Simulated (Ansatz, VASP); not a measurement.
## W2F3: VASP beside Ansatz

```
CELL_PARAMETERS angstrom
3.59193 0.00000 0.00000
-1.79597 3.11070 0.00000
0.00000 0.00000 5.58846
ATOMIC_POSITIONS crystal
W 0.33333 0.66667 0.24500
W 0.66667 0.33333 0.75500
F 0.00000 0.00000 0.00000
F 0.33333 0.66667 0.64500
F 0.66667 0.33333 0.35500
```

Alike in both runs: task single point; functional PBE; k mesh 6 × 6 × 4; occupations gaussian, width 0.1 eV; no spin polarisation.

|  | VASP | Ansatz |
| --- | --- | --- |
| version | VASP 6.6.1 | Ansatz 0.2.0 |
| potentials or method | VASP PAW PBE potentials, release 64 (W_sv, F), cutoff 520 eV | scalar-relativistic, plane waves, PAW |
| valence electrons in the cell | 49 | 49 |

Ansatz gave:

- gap on the k mesh at the Fermi level (eV): none
- pressure (GPa): 8.2
- traceless stress, the component that is largest in VASP (GPa): -4.25
- rms of the force components (eV/Å): 1.633

Question: Which values does VASP return?

Answer: gap on the k mesh at the Fermi level (eV): none; pressure (GPa): 8.9; traceless stress, the component that is largest in VASP (GPa): -4.44; rms of the force components (eV/Å): 1.662.

Atom by atom the forces differ by 0.029 eV/Å (rms over components). A gap of «none» marks a metal or a gap that the smearing closes.

Spin-orbit coupling is off throughout.
